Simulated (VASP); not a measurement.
# Al in VASP: single point with PBEsol

Aim: the single point of Al with PBEsol.

Everything below comes from runs of VASP 6.6.1. Logs are shortened: lines on timing, memory, paths and dates and some standing lists are left out, and cuts for length are marked.

### 1 The cell of the first run

The typed cell holds 8 atoms: a = 5.608 Å, b = 4.628 Å, c = 5.066 Å, α = 90.01°, β = 90.01°, γ = 93.41°.

### 2 Single point, PBEsol

INCAR reads:

```
SYSTEM = Al
ALGO = Normal ; EDIFF = 1E-6
ENCUT = 520 ; GGA = PS
ISIF = 2 ; ISMEAR = 0
LASPH = .True. ; LCHARG = .False.
LREAL = .False. ; LWAVE = .False.
NBANDS = 22 ; NELM = 80
PREC = Accurate ; SIGMA = 0.1
```

KPOINTS reads:

```
k-points
0
Gamma
  4 4 4
  0 0 0
```

POSCAR reads:

```
Al
1.0
    5.6063255440     -0.1471886760      0.0017938881
   -0.1539298708      4.6254803255     -0.0007691284
   -0.0024292729      0.0001919053      5.0658762255
Al
8
Direct
   -0.1248475093      0.0000397182      0.0874830075
    1.1250795496      1.0000389369      0.5874935567
    1.1248666071      0.5000540212      0.9124925854
    0.8748878701      0.5000469964      0.4125103909
    0.3751493350      0.9999572294      1.0874777651
    0.6250959652      0.9999474050      0.5874610508
    0.6248865137      0.4999882488      0.9125454024
    0.3748816688      0.4999274442      0.4125362411
```

Potentials or basis: VASP PAW PBE potentials, release 64 (Al).

Command:

```
$ cat potpaw_PBE.64/Al/POTCAR > POTCAR
$ mpirun -np 1 vasp_std > vasp.out
```

OUTCAR:

```text
SYSTEM = Al
   EDIFF = 1E-6
   ENCUT = 520
   GGA = PS
   ISIF = 2
   ISMEAR = 0
   LASPH = .True.
   LREAL = .False.
   NELM = 80
   PREC = Accurate

 ion  position               nearest neighbor table
   1  0.875  0.000  0.087-   3 2.78   7 2.78   5 2.80   5 2.80   4 2.84   4 2.84   2 2.89   2 2.90
                             6 2.90   6 2.90   3 2.91   7 2.91
   2  0.125  0.000  0.587-   8 2.78   4 2.78   6 2.80   6 2.80   3 2.84   3 2.84   1 2.89   5 2.90
                             1 2.90   5 2.90   8 2.91   4 2.91
   3  0.125  0.500  0.912-   1 2.78   5 2.78   7 2.80   7 2.80   2 2.84   2 2.84   4 2.89   8 2.90
                             8 2.90   4 2.90   1 2.91   5 2.92
   4  0.875  0.500  0.413-   6 2.78   2 2.78   8 2.80   8 2.80   1 2.84   1 2.84   7 2.89   3 2.89
                             3 2.90   7 2.90   6 2.91   2 2.91
   5  0.375  1.000  0.087-   7 2.78   3 2.78   1 2.80   1 2.80   8 2.84   8 2.84   6 2.89   2 2.90
                             6 2.90   2 2.90   7 2.91   3 2.92
   6  0.625  1.000  0.587-   4 2.78   8 2.78   2 2.80   2 2.80   7 2.84   7 2.84   5 2.89   1 2.90
                             5 2.90   1 2.90   4 2.91   8 2.91
   7  0.625  0.500  0.913-   5 2.78   1 2.78   3 2.80   3 2.80   6 2.84   6 2.84   4 2.89   8 2.89
                             8 2.90   4 2.90   5 2.91   1 2.91
   8  0.375  0.500  0.413-   2 2.78   6 2.78   4 2.80   4 2.80   5 2.84   5 2.84   7 2.89   3 2.90
                             3 2.90   7 2.90   2 2.91   6 2.91

  LATTYP: Found a triclinic cell.
 ALAT       =     9.0342778275
 B/A-ratio  =     0.5607395420
 C/A-ratio  =     0.5122756971
 COS(alpha) =     0.0001123782
 COS(beta)  =     0.5492620188
 COS(gamma) =     0.5606974762

  Lattice vectors:

 A1 = (   5.7578261419,  -4.7724770962,   5.0684392420)
 A2 = (  -0.0024292729,   0.0001919053,   5.0658762255)
 A3 = (   0.1539298708,  -4.6254803255,   0.0007691284)

Analysis of symmetry for initial positions (statically):
=====================================================================
 Subroutine PRICEL returns:
 Original cell was already a primitive cell.

 Routine SETGRP: Setting up the symmetry group for a
 triclinic supercell.

 Subroutine GETGRP returns: Found  1 space group operations
 (whereof  1 operations were pure point group operations)
 out of a pool of  2 trial point group operations.

The static configuration has the point symmetry C_1 .

Analysis of symmetry for dynamics (positions and initial velocities):
=====================================================================
 Subroutine PRICEL returns:
 Original cell was already a primitive cell.

 Routine SETGRP: Setting up the symmetry group for a
 triclinic supercell.

 Subroutine GETGRP returns: Found  1 space group operations
 (whereof  1 operations were pure point group operations)
 out of a pool of  2 trial point group operations.

The dynamic configuration has the point symmetry C_1 .

 Subroutine INISYM returns: Found  1 space group operations
 (whereof  1 operations are pure point group operations),
 and found     1 'primitive' translations

----------------------------------------------------------------------------------------

                                     Primitive cell

  volume of cell :     131.2533

  direct lattice vectors                    reciprocal lattice vectors
     5.606325544 -0.147188676  0.001793888     0.178525900  0.005941120  0.000085385
    -0.153929871  4.625480325 -0.000769128     0.005680924  0.216382816 -0.000005473
    -0.002429273  0.000191905  5.065876226    -0.000062356  0.000030749  0.197399186

  length of vectors
     5.608257647  4.628040972  5.065876812     0.178624749  0.216457377  0.197399198

  position of ions in fractional coordinates (direct lattice)
     0.875152491  0.000039718  0.087483007
     0.125079550  0.000038937  0.587493557
     0.124866607  0.500054021  0.912492585
     0.874887870  0.500046996  0.412510391
     0.375149335  0.999957229  0.087477765
     0.625095965  0.999947405  0.587461051
     0.624886514  0.499988249  0.912545402
     0.374881669  0.499927444  0.412536241

  ion indices of the primitive-cell ions
   primitive index   ion index
                 1           1
                 2           2
                 3           3
                 4           4
                 5           5
                 6           6
                 7           7
                 8           8

----------------------------------------------------------------------------------------

 KPOINTS: k-points

Automatic generation of k-mesh.
 Grid dimensions read from file:
 generate k-points for:    4    4    4

 Generating k-lattice:

  Cartesian coordinates                     Fractional coordinates (reciprocal lattice)
     0.044631475  0.001485280  0.000021346     0.250000000  0.000000000  0.000000000
     0.001420231  0.054095704 -0.000001368     0.000000000  0.250000000  0.000000000
    -0.000015589  0.000007687  0.049349796     0.000000000  0.000000000  0.250000000

  Length of vectors
     0.044656187  0.054114344  0.049349800

  Shift w.r.t. Gamma in fractional coordinates (k-lattice)
     0.000000000  0.000000000  0.000000000

 Subroutine IBZKPT returns following result:
 ===========================================

 Found     36 irreducible k-points:

 Following reciprocal coordinates:
            Coordinates               Weight
  0.000000  0.000000  0.000000      1.000000
  0.250000  0.000000  0.000000      2.000000
  0.500000  0.000000  0.000000      1.000000
  0.000000  0.250000  0.000000      2.000000
  0.250000  0.250000  0.000000      2.000000
  0.500000  0.250000  0.000000      2.000000
[... 16 lines left out ...]
  0.000000 -0.250000  0.250000      2.000000
  0.250000 -0.250000  0.250000      2.000000
 [... further k-points ...]
   k-points           NKPTS =     36   k-points in BZ     NKDIM =     36   number of bands    NBANDS=     22
   number of dos      NEDOS =    301   number of ions     NIONS =      8
   total plane-waves  NPLWV =  60480
   dimension x,y,z NGX =    42 NGY =   36 NGZ =   40
   dimension x,y,z NGXF=    84 NGYF=   72 NGZF=   80
   ions per type =               8
   NGX,Y,Z   is equivalent  to a cutoff of  12.45, 12.93, 13.13 a.u.
   NGXF,Y,Z  is equivalent  to a cutoff of  24.90, 25.86, 26.25 a.u.
 SYSTEM =  Al
   PREC   = accura    normal or accurate (medium, high low for compatibility)
   ISTART =      0    job   : 0-new  1-cont  2-samecut
   ICHARG =      2    charge: 1-file 2-atom 10-const
   ISPIN  =      1    spin polarized calculation?
   LNONCOLLINEAR =      F non collinear calculations
   LSORBIT =      F    spin-orbit coupling
   LASPH  =      T    aspherical Exc in radial PAW
   ENCUT  =  520.0 eV  38.22 Ry    6.18 a.u.  10.43  8.61  9.42*2*pi/ulx,y,z
   NELM   =     80;   NELMIN=  2; NELMDL= -5     # of ELM steps
   EDIFF  = 0.1E-05   stopping-criterion for ELM
   LREAL  =      F    real-space projection
   EDIFFG = 0.1E-04   stopping-criterion for IOM
   NSW    =      0    number of steps for IOM
   IBRION =     -1    ionic relax: 0-MD 1-quasi-New 2-CG
   NFREE  =      0    steps in history (QN), initial steepest desc. (CG)
   ISIF   =      2    stress and relaxation
   ISYM   =      2    0-nonsym 1-usesym 2-fastsym
   POTIM  = 0.5000    time-step for ionic-motion
   TEBEG  =    0.0;   TEEND  =   0.0 temperature during run
   PSTRESS=    0.0 pullay stress
   NELECT =      24.0000    total number of electrons
   NUPDOWN=      -1.0000    fix difference up-down
   EMIN   =  10.00;   EMAX   =-10.00  energy-range for DOS
   EFERMI =   0.00;   METHOD = LEGACY
   ISMEAR =     0;   SIGMA  =   0.10  broadening in eV -4-tet -1-fermi 0-gaus
   EFERMI_NEDOS =   21; number of points for ismear=-14 and -15
   IALGO  =     38    algorithm
   IMIX   =      4    mixing-type and parameters
     AMIX     =   0.40;   BMIX     =  1.00
     AMIX_MAG =   1.60;   BMIX_MAG =  1.00
  volume/ion in A,a.u.               =      16.41       110.72
  Fermi-wavevector in a.u.,A,eV,Ry     =   0.929199  1.755931 11.747405  0.863410
  Thomas-Fermi vector in A             =   2.055456
   LORBIT       =      0    0 simple, 1 ext, 2 COOP (PROOUT), +10 PAW based schemes
   GGA     = PS    functional components
   LHFCALC =     F    Hartree Fock is set to
   AEXX    =    0.0000 exact exchange contribution
   IVDW    =     0    specifies the selected vdW correction
   LEPSILON=     F    determine dielectric tensor
   LRPA    =     F    only Hartree local field effects (RPA)
 non-spin polarized calculation
 Gauss-broadening in eV      SIGMA  =   0.10
  energy-cutoff  :      520.00
  volume of cell :      131.25
 maximum number of plane-waves:      3558
 NGX is ok and might be reduce to    42
   NGX = 21   NGY = 17   NGZ = 19

 number of electron      23.9999999 magnetization

 Free energy of the ion-electron system (eV)
  ---------------------------------------------------
  ext. energy  EPLUGINS =         0.00000000
  ---------------------------------------------------
  free energy    TOTEN  =       -32.41245627 eV

  energy without entropy =      -32.40460536  energy(sigma->0) =      -32.40853081

 E-fermi :   7.9633     XC(G=0): -10.2779

 val. band max:        7.8988888419   @ k =  -0.2500  -0.0000   0.2500
 cond. band min:       7.9815910658   @ k =   0.5000   0.2500   0.0000
 fundamental gap:      0.0827022239
 Fermi energy:         7.9633065432

 k-point     1 :       0.0000    0.0000    0.0000
  band No.  band energies     occupation
      1      -3.1635      2.00000
      2       1.4746      2.00000
      3       1.4750      2.00000
      4       2.3331      2.00000
      5       2.6379      2.00000
      6       3.4588      2.00000
[... 14 lines left out ...]
     21      12.4547      0.00000
     22      13.1509      0.00000

 k-point     2 :       0.2500    0.0000    0.0000
  band No.  band energies     occupation
      1      -2.8688      2.00000
      2      -0.5341      2.00000
      3       2.6182      2.00000
      4       2.9177      2.00000
      5       3.6665      2.00000
      6       4.0012      2.00000
[... 14 lines left out ...]
     21      11.4824      0.00000
     22      11.7414      0.00000

 k-point     3 :       0.5000    0.0000    0.0000
  band No.  band energies     occupation
      1      -1.9886      2.00000
      2      -1.9883      2.00000
      3       3.4659      2.00000
      4       3.4662      2.00000
      5       3.7550      2.00000
      6       3.7553      2.00000
[... 14 lines left out ...]
     21      12.5202      0.00000
     22      12.5205      0.00000

 k-point     4 :       0.0000    0.2500    0.0000
  band No.  band energies     occupation
      1      -2.7306      2.00000
      2       0.6842      2.00000
      3       1.7305      2.00000
      4       2.0525      2.00000
      5       2.7479      2.00000
      6       3.0413      2.00000
[... 14 lines left out ...]
     21      12.4478      0.00000
     22      12.7410      0.00000

 k-point     5 :       0.2500    0.2500    0.0000
  band No.  band energies     occupation
      1      -2.3947      2.00000
      2      -0.2334      2.00000
      3       0.8478      2.00000
      4       3.0694      2.00000
      5       3.3594      2.00000
      6       3.5859      2.00000
[... 417 lines left out ...]
 k-point    22 :      -0.2500    0.5000    0.2500
  band No.  band energies     occupation
      1      -0.8775      2.00000
      2      -0.7117      2.00000
      3       1.2597      2.00000
      4       1.7460      2.00000
      5       1.9254      2.00000
      6       2.0876      2.00000
[... 14 lines left out ...]
     21      13.1872      0.00000
     22      13.8988      0.00000

 k-point    23 :       0.0000   -0.2500    0.2500
  band No.  band energies     occupation
      1      -2.3720      2.00000
      2       0.4635      2.00000
      3       1.0343      2.00000
      4       2.0762      2.00000
      5       2.3948      2.00000
      6       3.7770      2.00000
[... 14 lines left out ...]
     21      13.3268      0.00000
     22      13.8767      0.00000

 k-point    24 :       0.2500   -0.2500    0.2500
  band No.  band energies     occupation
      1      -2.1209      2.00000
      2       0.3649      2.00000
      3       0.7093      2.00000
      4       1.4421      2.00000
      5       3.1344      2.00000
      6       3.2151      2.00000
[... 14 lines left out ...]
     21      12.8820      0.00000
     22      13.7088      0.00000

 [... further k-points ...]

------------------------ aborting loop because EDIFF is reached ----------------------------------------

  FORCE on cell =-STRESS in cart. coord.  units (eV):
  Direction    XX          YY          ZZ          XY          YZ          ZX
  --------------------------------------------------------------------------------------
  -------------------------------------------------------------------------------------
  Total        0.0706385     -0.0022197      0.0586675     -0.0308691      0.0071052      0.0087503
  in kB        0.8622677     -0.0270960      0.7161400     -0.3768115      0.0867318      0.1068122
  external PRESSURE =       0.5171039 kB  Pullay stress =       0.0000000 kB

 VOLUME and BASIS-vectors are now :
 -----------------------------------------------------------------------------
  energy-cutoff  :      520.00
  volume of cell :      131.25
      direct lattice vectors                 reciprocal lattice vectors
     5.606325544 -0.147188676  0.001793888     0.178525900  0.005941120  0.000085385
    -0.153929871  4.625480325 -0.000769128     0.005680924  0.216382816 -0.000005473
    -0.002429273  0.000191905  5.065876226    -0.000062356  0.000030749  0.197399186

 POSITION                                       TOTAL-FORCE (eV/Angst)
 -----------------------------------------------------------------------------------
      4.90617     -0.12861      0.44475        -0.001568     -0.000665     -0.000442
      0.69980     -0.01812      2.97639        -0.000501     -0.000960     -0.000540
      0.62085      2.29479      4.62241         0.001797     -0.000236      0.000875
      4.82693      2.18426      2.09091         0.000796     -0.000355      0.000493
      1.94907      4.57008      0.44306        -0.001576     -0.000017     -0.000151
      3.34914      4.53334      2.97636        -0.001016      0.000446      0.000163
      3.42414      2.22088      4.62358         0.000976      0.000366     -0.000219
      2.02375      2.25731      2.09015         0.001092      0.001421     -0.000179
 -----------------------------------------------------------------------------------
    total drift:                                0.000000     -0.000000     -0.000000

  FREE ENERGIE OF THE ION-ELECTRON SYSTEM (eV)
  ---------------------------------------------------
  free  energy   TOTEN  =       -32.4124562652 eV

  energy  without entropy=      -32.4046053627  energy(sigma->0) =      -32.40853081
```

It took 1.8 min on 1 thread of Intel Xeon 8259CL, shared host; peak memory 0.26 GiB.

Results:

```yaml
Free_energy: -32.4125 eV
Pressure: 0.1 GPa
Band_gap_on_the_k_mesh: zero (bands 12 and 13 overlap by 2.34 eV)
```

Forces on the atoms (eV/Å):
```
Al  -0.002 -0.001  0.000
Al  -0.001 -0.001 -0.001
Al   0.002  0.000  0.001
Al   0.001  0.000  0.000
Al  -0.002  0.000  0.000
Al  -0.001  0.000  0.000
Al   0.001  0.000  0.000
Al   0.001  0.001  0.000
```

Stress tensor (GPa, compression positive):
```
 0.09 -0.04  0.01
-0.04  0.00  0.01
 0.01  0.01  0.07
```

Caveat: the PAW data sets were made with another functional, which shifts forces and pressure a little.

The gap in the log of VASP goes by the Fermi energy; the results here count the filled bands.